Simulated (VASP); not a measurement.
Input of a VASP 6.6.1 run:

Contents of POSCAR:

```
CaSiH6
1.0
    3.2247744013      0.0000000000      0.0000000000
    0.0000000000      3.2247744013      0.0000000000
    0.0000000000      0.0000000000      5.4358346077
Ca H Si
1 6 1
Direct
    0.5000000000      0.5000000000      0.5000000000
    0.5000000000      0.5000000000      0.0000000000
    0.0000000000      0.0000000000      0.5000000000
    0.0000000000      0.5000000000      0.1790870729
    0.5000000000      0.0000000000      0.8209129271
    0.5000000000      0.0000000000      0.1790870729
    0.0000000000      0.5000000000      0.8209129271
    0.0000000000      0.0000000000      0.0000000000
```

The input INCAR.step1:

```
SYSTEM = CaSiH6
ALGO     = Normal         ! electronic algorithm
EDIFF    = 1E-4           ! SCF threshold, eV
ENCUT    = 520            ! plane-wave cutoff, eV
GGA      = PE             ! functional
ISMEAR   = -1             ! smearing method
LASPH    = .True.         ! aspherical terms in the spheres
LCHARG   = .False.        ! write CHGCAR
LREAL    = .False.        ! projectors in reciprocal space
LWAVE    = .True.         ! write WAVECAR
NBANDS   = 20             ! bands
NELM     = 60             ! most SCF steps
PREC     = Accurate       ! precision mode
SIGMA    = 0.03           ! smearing width, eV
```

The input INCAR.step2:

```
SYSTEM = CaSiH6
ALGO     = Normal         ! electronic algorithm
BPARAM   = 11.95        
CPARAM   = 0.0093       
EDIFF    = 1E-6           ! SCF threshold, eV
ENCUT    = 520            ! plane-wave cutoff, eV
ISIF     = 2              ! what is computed and relaxed
ISMEAR   = -1             ! smearing method
ISTART   = 1            
IVDW_NL  = 2            
LASPH    = .True.         ! aspherical terms in the spheres
LCHARG   = .False.        ! write CHGCAR
LMIXTAU  = .True.       
LREAL    = .False.        ! projectors in reciprocal space
LUSE_VDW = .True.       
LWAVE    = .False.        ! write WAVECAR
METAGGA  = R2SCAN         ! meta-GGA
NBANDS   = 20             ! bands
NELM     = 60             ! most SCF steps
PREC     = Accurate       ! precision mode
SIGMA    = 0.03           ! smearing width, eV
```

KPOINTS

```
k-points
0
Gamma
  8 8 6
  0 0 0
```

Potentials or basis: VASP PAW PBE potentials, release 64 (Ca_sv, H, Si).

Command:

```sh
$ cat potpaw_PBE.64/Ca_sv/POTCAR potpaw_PBE.64/H/POTCAR potpaw_PBE.64/Si/POTCAR > POTCAR
$ cp INCAR.step1 INCAR
$ mpirun -np 1 vasp_std > vasp.out
$ cp INCAR.step2 INCAR
$ mpirun -np 1 vasp_std > vasp.out
```

Task: What does it give for the largest force?

Result: 0.008 eV/Å.

Task: Estimate the band gap on the k mesh.

Result: Zero (bands 10 and 11 overlap by 4.65 eV).

Task: Estimate the pressure.

Result: 0.1 GPa.

Stress tensor (GPa, compression positive):
```
0.16 0.00 0.00
0.00 0.16 0.00
0.00 0.00 0.05
```

Caveat: the PAW data sets were made with another functional, which shifts forces and pressure a little.
